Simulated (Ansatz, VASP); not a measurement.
## One calculation of K2S, two programs

The input INCAR:

```
SYSTEM = K2S
PREC = Accurate ; ENCUT = 500
EDIFF = 1E-6 ; ISMEAR = 0
SIGMA = 0.05 ; LREAL = .FALSE.
LASPH = .TRUE. ; NELM = 120
ALGO = Normal ; ISIF = 2
LWAVE = .FALSE. ; LCHARG = .FALSE.
GGA = PS ; NBANDS = 19
GGA_COMPAT = .FALSE.
```

File KPOINTS:

```
regular mesh
0
G
  6 6 6
  0 0 0
```

Contents of POSCAR:

```
K2S
1.0
    0.0000000000      3.6926324444      3.6926324444
    3.6926324444      0.0000000000      3.6926324444
    3.6926324444      3.6926324444      0.0000000000
K S
2 1
Direct
    0.2500000000      0.2500000000      0.2500000000
    0.7500000000      0.7500000000      0.7500000000
    0.0000000000      0.0000000000      0.0000000000
```

Input for Ansatz:

```yaml
crystal:
  lattice:
    - [0.0, 3.6926324444, 3.6926324444]
    - [3.6926324444, 0.0, 3.6926324444]
    - [3.6926324444, 3.6926324444, 0.0]
  atoms:
    - { symbol: K, position: [0.25, 0.25, 0.25] }
    - { symbol: K, position: [0.75, 0.75, 0.75] }
    - { symbol: S, position: [0.0, 0.0, 0.0] }
basis:
  ecutwfc: 420
  ecutrho_ratio: 4
kpoints:
  mp_grid: { grid: [6, 6, 6] }
hamiltonian:
  xc: pbesol
scf:
  occupations: { method: gaussian, width: 0.05 }
output:
  forces: true
  stress: true
  eigenvalues: true
```

Alike in both runs: task single point; functional PBEsol; k mesh 6 × 6 × 6; occupations gaussian, width 0.05 eV; no spin polarisation.

|  | VASP | Ansatz |
| --- | --- | --- |
| version | VASP 6.6.1 | Ansatz 0.2.0 |
| potentials or method | VASP PAW PBE potentials, release 64 (K_sv, S), cutoff 500 eV | scalar-relativistic, plane waves, PAW |
| valence electrons in the cell | 24 | 24 |

VASP gave:

| Quantity | Value |
| --- | --- |
| gap on the k mesh at the Fermi level (eV) | 2.30 |
| least direct gap on the mesh (eV) | 2.50 |
| pressure (GPa) | -0.3 |

Question: Estimate Ansatz's values.

Answer: gap on the k mesh at the Fermi level (eV): 2.30; least direct gap on the mesh (eV): 2.51; pressure (GPa): -0.4.

VASP's potentials were made for PBE, not for PBEsol.
